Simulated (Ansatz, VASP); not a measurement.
## Two plane-wave programs on RbCaH3

INCAR

```
PREC     = Accurate       # precision mode
ENCUT    = 520            # plane-wave cutoff, eV
EDIFF    = 1E-6           # SCF threshold, eV
ISMEAR   = 0              # smearing method
SIGMA    = 0.05           # smearing width, eV
LREAL    = False          # projectors in reciprocal space
LASPH    = True           # aspherical terms in the spheres
NELM     = 100            # most SCF steps
ALGO     = Normal         # electronic algorithm
ISIF     = 2              # what is computed and relaxed
LWAVE    = False          # write WAVECAR
LCHARG   = True           # write CHGCAR
GGA      = CA             # functional
LELF     = True           # ELF
LVHAR    = True         
NBANDS   = 19             # bands
```

File KPOINTS:

```
Automatic mesh
0
Gamma
  6 6 6
```

Contents of POSCAR:

```
RbCaH3
1.0
    4.4736484635      0.0000000000      0.0000000000
    0.0000000000      4.4736484635      0.0000000000
    0.0000000000      0.0000000000      4.6973308867
Rb Ca H
1 1 3
Direct
    0.0000000000      0.0000000000      0.0000000000
    0.5000000000      0.5000000000      0.5000000000
    0.0000000000      0.5000000000      0.5000000000
    0.5000000000      0.0000000000      0.5000000000
    0.5000000000      0.5000000000      0.0000000000
```

Input for Ansatz:

```yaml
crystal:
  lattice:
    - [4.4736484635, 0.0, 0.0]
    - [0.0, 4.4736484635, 0.0]
    - [0.0, 0.0, 4.6973308867]
  atoms:
    - { symbol: Rb, position: [0.0, 0.0, 0.0] }
    - { symbol: Ca, position: [0.5, 0.5, 0.5] }
    - { symbol: H, position: [0.0, 0.5, 0.5] }
    - { symbol: H, position: [0.5, 0.0, 0.5] }
    - { symbol: H, position: [0.5, 0.5, 0.0] }
basis:
  ecutwfc: 420
kpoints:
  mp_grid: { grid: [6, 6, 6] }
hamiltonian:
  xc: lda
scf:
  occupations: { method: gaussian, width: 0.05 }
output:
  forces: true
  stress: true
  eigenvalues: true
```

Alike in both runs: task single point; functional LDA; k mesh 6 × 6 × 6; occupations gaussian, width 0.05 eV; no spin polarisation.

|  | VASP | Ansatz |
| --- | --- | --- |
| version | VASP 6.6.1 | Ansatz 0.2.0 |
| potentials or method | VASP PAW LDA potentials, release 64 (Rb_sv, Ca_sv, H), cutoff 520 eV | scalar-relativistic, plane waves, PAW |
| valence electrons in the cell | 22 | 22 |

Ansatz gave:

| Property | Result |
| --- | --- |
| gap on the k mesh at the Fermi level (eV) | 2.90 |
| least direct gap on the mesh (eV) | 2.91 |
| pressure (GPa) | -2.3 |
| traceless stress, the component that is largest in VASP (GPa) | -1.19 |

Task: What did VASP give for the same quantities?

Result: gap on the k mesh at the Fermi level (eV): 2.89; least direct gap on the mesh (eV): 2.90; pressure (GPa): -2.3; traceless stress, the component that is largest in VASP (GPa): -1.20.

LDA's correlation is that of Perdew and Zunger in VASP and of Perdew and Wang (1992) in Ansatz.
